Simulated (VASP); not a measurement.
# BeTe2 (P-3m1) in VASP: further runs

Runs on BeTe2. Level: PBE. Tasks: single point.

All numbers are computed with VASP 6.6.1; they aren't measurements. Logs are shortened: lines on timing, memory, paths and dates and some standing lists are left out, and cuts for length are marked.

## (1) The cell of the first run

Symmetry: P-3m1, No. 164, trigonal system. Conventional cell: a = 3.892 Å, b = 3.892 Å, c = 5.219 Å, α = 90.00°, β = 90.00°, γ = 120.00°. Be (site symmetry -3m) has 6 Te at 2.64 Å within 3.5 Å. Within 3.5 Å of Te (site symmetry 3m) lie 3 Be at 2.64 Å and 3 Te at 3.32 Å.

## (2) Single point, PBE

INCAR

```
SYSTEM = BeTe2
PREC     = Accurate       ! precision mode
ENCUT    = 600            ! plane-wave cutoff, eV
EDIFF    = 1E-6           ! SCF threshold, eV
ISMEAR   = 0              ! smearing method
SIGMA    = 0.2            ! smearing width, eV
LREAL    = .False.        ! projectors in reciprocal space
LASPH    = .True.         ! aspherical terms in the spheres
NELM     = 120            ! most SCF steps
ALGO     = Normal         ! electronic algorithm
ISIF     = 2              ! what is computed and relaxed
LWAVE    = .False.        ! write WAVECAR
LCHARG   = .False.        ! write CHGCAR
GGA      = PE             ! functional
NBANDS   = 14             ! bands
GGA_COMPAT= .False.
```

KPOINTS

```
regular mesh
0
Gamma
  6 6 3
  0 0 0
```

POSCAR

```
BeTe2
1.0
    3.8918945871      0.0000000000      0.0000000000
   -1.9459472935      3.3704795812      0.0000000000
    0.0000000000      0.0000000000      5.2185452618
Be Te
1 2
Direct
    0.0000000000      0.0000000000      0.0000000000
    0.3333333333      0.6666666667      0.2654749421
    0.6666666667      0.3333333333      0.7345250579
```

Potentials or basis: VASP PAW PBE potentials, release 64 (Be, Te).

On the command line:

```console
cat potpaw_PBE.64/Be/POTCAR potpaw_PBE.64/Te/POTCAR > POTCAR
mpirun -np 1 vasp_std > vasp.out
```

OUTCAR:

```text
SYSTEM = BeTe2
   PREC = Accurate
   ENCUT = 600
   EDIFF = 1E-6
   ISMEAR = 0
   LREAL = .False.
   LASPH = .True.
   NELM = 120
   ISIF = 2
   GGA = PE

 ion  position               nearest neighbor table
   1  0.000  0.000  0.000-   2 2.64   3 2.64   2 2.64   3 2.64   3 2.64   2 2.64
   2  0.333  0.667  0.265-   1 2.64   1 2.64   1 2.64   3 3.32   3 3.32   3 3.32   3 3.57   3 3.57
                             3 3.57
   3  0.667  0.333  0.735-   1 2.64   1 2.64   1 2.64   2 3.32   2 3.32   2 3.32   2 3.57   2 3.57
                             2 3.57

  LATTYP: Found a hexagonal cell.
 ALAT       =     3.8918945871
 C/A-ratio  =     1.3408752845

  Lattice vectors:

 A1 = (   3.8918945871,   0.0000000000,   0.0000000000)
 A2 = (  -1.9459472935,   3.3704795812,   0.0000000000)
 A3 = (   0.0000000000,   0.0000000000,   5.2185452618)

Analysis of symmetry for initial positions (statically):
=====================================================================
 Subroutine PRICEL returns:
 Original cell was already a primitive cell.

 Routine SETGRP: Setting up the symmetry group for a
 hexagonal supercell.

 Subroutine GETGRP returns: Found 12 space group operations
 (whereof 12 operations were pure point group operations)
 out of a pool of 24 trial point group operations.

The static configuration has the point symmetry D_3d.

Analysis of symmetry for dynamics (positions and initial velocities):
=====================================================================
 Subroutine PRICEL returns:
 Original cell was already a primitive cell.

 Routine SETGRP: Setting up the symmetry group for a
 hexagonal supercell.

 Subroutine GETGRP returns: Found 12 space group operations
 (whereof 12 operations were pure point group operations)
 out of a pool of 24 trial point group operations.

The dynamic configuration has the point symmetry D_3d.

 Subroutine INISYM returns: Found 12 space group operations
 (whereof 12 operations are pure point group operations),
 and found     1 'primitive' translations

----------------------------------------------------------------------------------------

                                     Primitive cell

  volume of cell :      68.4545

  direct lattice vectors                    reciprocal lattice vectors
     3.891894587  0.000000000  0.000000000     0.256944267  0.148346841  0.000000000
    -1.945947293  3.370479581  0.000000000     0.000000000  0.296693683  0.000000000
     0.000000000  0.000000000  5.218545262     0.000000000  0.000000000  0.191624284

  length of vectors
     3.891894587  3.891894587  5.218545262     0.296693683  0.296693683  0.191624284
[... 89 lines left out ...]
   EFERMI =   0.00;   METHOD = LEGACY
   ISMEAR =     0;   SIGMA  =   0.20  broadening in eV -4-tet -1-fermi 0-gaus
   EFERMI_NEDOS =   21; number of points for ismear=-14 and -15
   IALGO  =     38    algorithm
   IMIX   =      4    mixing-type and parameters
     AMIX     =   0.40;   BMIX     =  1.00
     AMIX_MAG =   1.60;   BMIX_MAG =  1.00
  volume/ion in A,a.u.               =      22.82       153.98
  Fermi-wavevector in a.u.,A,eV,Ry     =   0.964532  1.822702 12.657806  0.930323
  Thomas-Fermi vector in A             =   2.094172
   LORBIT       =      0    0 simple, 1 ext, 2 COOP (PROOUT), +10 PAW based schemes
   GGA     = PE    functional components
   LHFCALC =     F    Hartree Fock is set to
   AEXX    =    0.0000 exact exchange contribution
   IVDW    =     0    specifies the selected vdW correction
   LEPSILON=     F    determine dielectric tensor
   LRPA    =     F    only Hartree local field effects (RPA)
 non-spin polarized calculation
 Gauss-broadening in eV      SIGMA  =   0.20
  energy-cutoff  :      600.00
  volume of cell :       68.45
 maximum number of plane-waves:      2301
 NGX is ok and might be reduce to    32
   NGX = 15   NGY = 15   NGZ = 21

 number of electron      14.0000000 magnetization

 Free energy of the ion-electron system (eV)
  ---------------------------------------------------
  ext. energy  EPLUGINS =         0.00000000
  ---------------------------------------------------
  free energy    TOTEN  =        -9.84117366 eV

  energy without entropy =       -9.81914040  energy(sigma->0) =       -9.83015703

 E-fermi :   7.0085     XC(G=0):  -9.8588

 val. band max:        6.9703191363   @ k =   0.0000   0.3333   0.3333
 cond. band min:       7.0555411179   @ k =   0.5000   0.0000   0.3333
 fundamental gap:      0.0852219816
 Fermi energy:         7.0084978282

 k-point     1 :       0.0000    0.0000    0.0000
  band No.  band energies     occupation
      1      -6.3212      2.00000
      2      -2.9929      2.00000
      3       1.3484      2.00000
      4       6.2920      2.00000
      5       6.2920      2.00000
      6       6.9376      1.38377
      7       6.9376      1.38377
      8       9.2364      0.00000
      9      10.5495      0.00000
     10      10.9885      0.00000
     11      11.9040      0.00000
     12      11.9040      0.00000
     13      14.6031      0.00000
     14      15.7248      0.00000
[... 258 lines left out ...]
      1      -3.6836      2.00000
      2      -3.6836      2.00000
      3       1.7920      2.00000
      4       2.1684      2.00000
      5       2.1684      2.00000
      6       3.4761      2.00000
      7       7.6485      0.00001
      8       7.6485      0.00001
      9      11.1443      0.00000
     10      13.1568      0.00000
     11      13.1568      0.00000
     12      13.9265      0.00000
     13      14.6759      0.00000
     14      15.3234      0.00000

------------------------ aborting loop because EDIFF is reached ----------------------------------------

  FORCE on cell =-STRESS in cart. coord.  units (eV):
  Direction    XX          YY          ZZ          XY          YZ          ZX
  --------------------------------------------------------------------------------------
  -------------------------------------------------------------------------------------
  Total        0.1059959      0.1059959     -0.0562028      0.0000000      0.0000000      0.0000000
  in kB        2.4808335      2.4808335     -1.3154257      0.0000000      0.0000000      0.0000000
  external PRESSURE =       1.2154138 kB  Pullay stress =       0.0000000 kB

 VOLUME and BASIS-vectors are now :
 -----------------------------------------------------------------------------
  energy-cutoff  :      600.00
  volume of cell :       68.45
      direct lattice vectors                 reciprocal lattice vectors
     3.891894587  0.000000000  0.000000000     0.256944267  0.148346841  0.000000000
    -1.945947293  3.370479581  0.000000000     0.000000000  0.296693683  0.000000000
     0.000000000  0.000000000  5.218545262     0.000000000  0.000000000  0.191624284

 POSITION                                       TOTAL-FORCE (eV/Angst)
 -----------------------------------------------------------------------------------
      0.00000      0.00000      0.00000         0.000000      0.000000      0.000000
     -0.00000      2.24699      1.38539         0.000000     -0.000000      0.014287
      1.94595      1.12349      3.83315        -0.000000      0.000000     -0.014287
 -----------------------------------------------------------------------------------
    total drift:                               -0.000000      0.000000     -0.000000

  FREE ENERGIE OF THE ION-ELECTRON SYSTEM (eV)
  ---------------------------------------------------
  free  energy   TOTEN  =        -9.8411736562 eV

  energy  without entropy=       -9.8191404021  energy(sigma->0) =       -9.83015703
```

stdout:

```text
POSCAR found type information on POSCAR BeTe
 POSCAR found :  2 types and       3 ions
 scaLAPACK will be used
 LDA part: xc-table for (Slater+PW92), standard interpolation
 POSCAR, INCAR and KPOINTS ok, starting setup
 FFT: planning ... GRIDC
 FFT: planning ... GRID_SOFT
 FFT: planning ... GRID
 WAVECAR not read
 entering main loop
```

Wall time 23 s (1 thread of Intel Xeon 8259CL, shared host); peak memory 0.2 GiB.

What came out:

```yaml
Free_energy: -9.8412 eV
Pressure: 0.1 GPa
Largest_force: 0.014 eV/Å
Band_gap_on_the_k_mesh: zero (band 7 reaches 7.76 eV, above the bottom of band 8 at 4.79 eV)
```

Forces in eV/Å, atoms in the order of the input:
```
Be   0.000  0.000  0.000
Te   0.000  0.000  0.014
Te   0.000  0.000 -0.014
```

Stress tensor (GPa, compression positive):
```
 0.25  0.00  0.00
 0.00  0.25  0.00
 0.00  0.00 -0.13
```

Caveat: the k points lie up to 0.40 Å⁻¹ apart; spin-orbit coupling is left out, which moves the levels of the heavy elements.

## (3) Single point, PBE

This run uses another cell than the first one, of 22.99 Å³/atom, 1.008 times its volume.

INCAR

```
ALGO = Normal ; EDIFF = 1E-6
ENCUT = 600 ; GGA = PE
GGA_COMPAT = F ; ISIF = 2
ISMEAR = 0 ; LASPH = T
LCHARG = F ; LREAL = F
LWAVE = F ; NBANDS = 14
NELM = 120 ; PREC = Accurate
SIGMA = 0.2
```

KPOINTS

```
k-points
0
Gamma
  6 6 4
```

POSCAR

```
BeTe2
1.0
    3.8903249409      0.0000000000      0.0000000000
   -1.9451624704      3.3691202278      0.0000000000
    0.0000000000      0.0000000000      5.2629367632
Be Te
1 2
Direct
    0.0000000000      0.0000000000      0.0000000000
    0.6666666667      0.3333333333      0.7369848269
    0.3333333333      0.6666666667      0.2630151731
```

Potentials or basis: VASP PAW PBE potentials, release 64 (Be, Te).

On the command line:

```console
cat potpaw_PBE.64/Be/POTCAR potpaw_PBE.64/Te/POTCAR > POTCAR
mpirun -np 1 vasp_std > vasp.out
```

OUTCAR:

```text
EDIFF = 1E-6
   ENCUT = 600
   GGA = PE
   ISIF = 2
   ISMEAR = 0
   LASPH = T
   LREAL = F
   NELM = 120
   PREC = Accurate

 ion  position               nearest neighbor table
   1  0.000  0.000  0.000-   2 2.64   3 2.64   3 2.64   2 2.64   2 2.64   3 2.64
   2  0.667  0.333  0.737-   1 2.64   1 2.64   1 2.64   3 3.36   3 3.36   3 3.36   3 3.57   3 3.57
                             3 3.57
   3  0.333  0.667  0.263-   1 2.64   1 2.64   1 2.64   2 3.36   2 3.36   2 3.36   2 3.57   2 3.57
                             2 3.57

  LATTYP: Found a hexagonal cell.
[... 601 lines left out ...]

  FORCE on cell =-STRESS in cart. coord.  units (eV):
  Direction    XX          YY          ZZ          XY          YZ          ZX
  --------------------------------------------------------------------------------------
  -------------------------------------------------------------------------------------
  Total       -0.0124714     -0.0124714     -0.0524489     -0.0000000     -0.0000000      0.0000000
  in kB       -0.2896640     -0.2896640     -1.2181949     -0.0000000     -0.0000000      0.0000000
  external PRESSURE =      -0.5991743 kB  Pullay stress =       0.0000000 kB

 VOLUME and BASIS-vectors are now :
 -----------------------------------------------------------------------------
  energy-cutoff  :      600.00
  volume of cell :       68.98
      direct lattice vectors                 reciprocal lattice vectors
     3.890324941  0.000000000  0.000000000     0.257047937  0.148406696  0.000000000
    -1.945162470  3.369120228  0.000000000     0.000000000  0.296813391  0.000000000
     0.000000000  0.000000000  5.262936763     0.000000000  0.000000000  0.190007983

 POSITION                                       TOTAL-FORCE (eV/Angst)
 -----------------------------------------------------------------------------------
      0.00000      0.00000      0.00000        -0.000000      0.000000      0.000000
      1.94516      1.12304      3.87870        -0.000000      0.000000     -0.000925
     -0.00000      2.24608      1.38423         0.000000     -0.000000      0.000925
 -----------------------------------------------------------------------------------
    total drift:                               -0.000000      0.000000     -0.000000

  FREE ENERGIE OF THE ION-ELECTRON SYSTEM (eV)
  ---------------------------------------------------
  free  energy   TOTEN  =        -9.7929017192 eV

  energy  without entropy=       -9.7623255344  energy(sigma->0) =       -9.77761363
```

stdout:

```text
POSCAR found type information on POSCAR BeTe
 POSCAR found :  2 types and       3 ions
 scaLAPACK will be used
 LDA part: xc-table for (Slater+PW92), standard interpolation
 POSCAR, INCAR and KPOINTS ok, starting setup
 FFT: planning ... GRIDC
 FFT: planning ... GRID_SOFT
 FFT: planning ... GRID
 WAVECAR not read
 entering main loop
```

It took 39 s on 1 thread of Intel Xeon 8259CL, shared host; peak memory 0.2 GiB.

What came out:

| Property | Result |
| --- | --- |
| Free energy | -9.7929 eV |
| Pressure | -0.1 GPa |
| Band gap on the k mesh | zero (band 7 reaches 8.39 eV, above the bottom of band 8 at 4.65 eV) |

Caveat: spin-orbit coupling is left out, which moves the levels of the heavy elements.
